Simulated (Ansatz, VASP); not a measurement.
**Cd: VASP beside Ansatz**

```xyz
2
Lattice="2.9442 0.0000 0.0000 -1.4721 2.5498 0.0000 0.0000 0.0000 5.6103" Properties=species:S:1:pos:R:3 pbc="T T T"
Cd    0.0000    1.6998    1.4026
Cd    1.4721    0.8499    4.2077
```

Alike in both runs: functional PBEsol; k mesh 18 × 18 × 8; occupations gaussian, width 0.1 eV; no spin polarisation.

Ansatz relaxed the structure, and its values are those at the end. VASP's run is a single point on that final structure, the one shown.

|  | VASP | Ansatz |
| --- | --- | --- |
| version | VASP 6.6.1 | Ansatz 0.2.0 |
| potentials or method | VASP PAW PBE potentials, release 64 (Cd), cutoff 520 eV | scalar-relativistic, plane waves, PAW |
| valence electrons in the cell | 24 | 40 |

|  | VASP | Ansatz | Ansatz less VASP |
| --- | --- | --- | --- |
| gap on the k mesh at the Fermi level (eV) | none | none | - |
| pressure (GPa) | 0.4 | 0.0 | -0.43 |

VASP's potentials were made for PBE, not for PBEsol. A gap of «none» marks a metal or a gap that the smearing closes. VASP's potentials hold 24 valence electrons a cell and Ansatz's 40, so a difference there can come from the potentials and not from the codes.
